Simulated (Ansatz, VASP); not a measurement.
Two plane-wave programs on Si

Contents of INCAR:

```
SYSTEM = Si
  PREC = Accurate
  ENCUT = 520
  EDIFF = 1E-6
  ISMEAR = -5
  SIGMA = 0.02
  LREAL = .False.
  LASPH = .True.
  NELM = 60
  ALGO = Normal
  ISIF = 2
  LWAVE = .False.
  LCHARG = .False.
  GGA = PS
  NBANDS = 16
```

Contents of KPOINTS:

```
regular mesh
0
Gamma
  12 12 6
  0 0 0
```

File POSCAR:

```
Si
1.0
    3.7935114167      0.0000000000      0.0000000000
   -1.8967557084      3.2852772564      0.0000000000
    0.0000000000      0.0000000000      6.3996430175
Si
4
Direct
    0.3333333333      0.6666666667      0.0643212330
    0.6666666667      0.3333333333      0.5643212330
    0.3333333333      0.6666666667      0.4356787670
    0.6666666667      0.3333333333      0.9356787670
```

Input for Ansatz:

```yaml
crystal:
  lattice:
    - [3.7935114167, 0.0, 0.0]
    - [-1.8967557084, 3.2852772564, 0.0]
    - [0.0, 0.0, 6.3996430175]
  atoms:
    - { symbol: Si, position: [0.3333333333, 0.6666666667, 0.064321233] }
    - { symbol: Si, position: [0.6666666667, 0.3333333333, 0.564321233] }
    - { symbol: Si, position: [0.3333333333, 0.6666666667, 0.435678767] }
    - { symbol: Si, position: [0.6666666667, 0.3333333333, 0.935678767] }
basis:
  ecutwfc: 420
kpoints:
  mp_grid: { grid: [12, 12, 6] }
hamiltonian:
  xc: pbesol
scf:
  occupations: { method: tetrahedron }
  initial_density: { chi_scale: 0.1 }
output:
  forces: true
  eigenvalues: true
  stress: true
```

Alike in both runs: task single point; functional PBEsol; k mesh 12 × 12 × 6; occupations tetrahedron; no spin polarisation.

```csv
,VASP,Ansatz
version,VASP 6.6.1,Ansatz 0.2.0
potentials or method,"VASP PAW PBE potentials, release 64 (Si), cutoff 520 eV","scalar-relativistic, plane waves, PAW"
valence electrons in the cell,16,16
```

```tsv
	VASP	Ansatz	Ansatz less VASP
gap on the k mesh at the Fermi level (eV)	0.33	0.34	+0.006
pressure (GPa)	0.5	0.4	-0.11
traceless stress, the component that is largest in VASP (GPa)	-2.26	-2.23	+0.026
```

VASP's potentials were made for PBE, not for PBEsol. Ansatz's warnings: band table not solved further, tetrahedron derivatives may miss energy slope.
